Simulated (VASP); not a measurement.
Crystal: Al.

```
Al
1.0
     2.81246    0.00000    0.00000
    -1.40623    2.43566    0.00000
     0.00000    0.00000    4.86685
Al
2
Direct
  0.66667 0.33333 0.75000
  0.33333 0.66667 0.25000
```

This isn't the form of Al at room conditions, which is fcc.

Program: VASP 6.6.1. Alike in all runs: task single point; potentials or basis VASP PAW PBE potentials, release 64 (Al); no spin polarisation; cell as given; k mesh 14 × 14 × 7; smearing methfessel-paxton 0.1 eV.

Question: Order these runs on this cell by their pressure, lowest first.
A. level r2SCAN; cutoff (eV) 550
B. level PBEsol; cutoff (eV) 500
C. level BLYP; cutoff (eV) 500

Answer: A (-3.3 GPa), B (-1.4 GPa), C (3.8 GPa).

Caveats: the PAW data sets were made with another functional, which shifts forces and pressure a little; the cell stands under pressure (at least some runs); the cell stands under tension (at least some runs).
